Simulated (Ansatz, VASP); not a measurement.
# ZnGe2N2 in VASP and in Ansatz

```
CELL_PARAMETERS angstrom
3.98120 0.00000 0.00000
-1.99060 3.44782 0.00000
0.00000 0.00000 5.08398
ATOMIC_POSITIONS crystal
Zn 0.33333 0.66667 0.50000
Ge 0.00000 0.00000 0.00000
Ge 0.00000 0.00000 0.50000
N 0.66667 0.33333 0.50000
N 0.33333 0.66667 0.00000
```

Alike in both runs: functional PBE; k mesh 6 × 6 × 4; occupations gaussian, width 0.1 eV; no spin polarisation.

Ansatz relaxed the structure, and its values are those at the end. VASP's run is a single point on that final structure, the one shown.

|  | VASP | Ansatz |
| --- | --- | --- |
| version | VASP 6.6.1 | Ansatz 0.2.0 |
| potentials or method | VASP PAW PBE potentials, release 64 (Zn, Ge_d, N), cutoff 520 eV | scalar-relativistic, plane waves, PAW |
| valence electrons in the cell | 50 | 50 |

```tsv
	VASP	Ansatz	Ansatz less VASP
gap on the k mesh at the Fermi level (eV)	none	none	-
pressure (GPa)	0.3	0.0	-0.30
```

A gap of «none» marks a metal or a gap that the smearing closes.
